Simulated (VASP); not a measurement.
A run of VASP 6.6.1:

The input INCAR:

```
SYSTEM = SnO2
PREC = Accurate ; ENCUT = 520
EDIFF = 1E-7 ; ISMEAR = 0
SIGMA = 0.05 ; LREAL = .False.
LASPH = .True. ; NELM = 80
ALGO = Normal ; ISIF = 2
LWAVE = .False. ; LCHARG = .False.
GGA = PE ; IVDW = 12
NBANDS = 64
```

Contents of KPOINTS:

```
regular mesh
0
Gamma
  6 6 6
  0 0 0
```

File POSCAR:

```
SnO2
1.0
    3.2373377715      1.8690778339      4.2908446674
   -3.2373377715      1.8690778339      4.2908446674
    0.0000000000     -3.7381556677      4.2908446674
Sn O
4 8
Direct
    0.8695913162      0.8623727285      0.8623727288
    0.3695852317      0.3623967447      0.8623831581
    0.3695852317      0.8623831577      0.3623967450
    0.8695923415      0.3623933294      0.3623933297
    0.0911025511      0.6362452381      0.6362452477
    0.5910371689      0.1362367860      0.6362186797
    0.5910371689      0.6362186700      0.1362367957
    0.6029345102      0.6111387709      0.6111387587
    0.0910860079      0.1362373202      0.1362373299
    0.1028702059      0.1111650951      0.6111655688
    0.1028702059      0.6111655810      0.1111650829
    0.6028582314      0.1111404970      0.1111404848
```

Potentials or basis: VASP PAW PBE potentials, release 64 (Sn_d, O).

The run is started by

```sh
$ cat potpaw_PBE.64/Sn_d/POTCAR potpaw_PBE.64/O/POTCAR > POTCAR
$ mpirun -np 1 vasp_std > vasp.out
```

Hardware: 1 thread of Intel(R) Xeon(R) Platinum 8488C (Sapphire Rapids) (shared host).

Problem. How long does it take, and how much memory?

Solution. Run time: 12 min on 1 thread of Intel(R) Xeon(R) Platinum 8488C (Sapphire Rapids) (shared host), peak memory 0.56 GiB. Counts: scf iterations 17, k points 68.
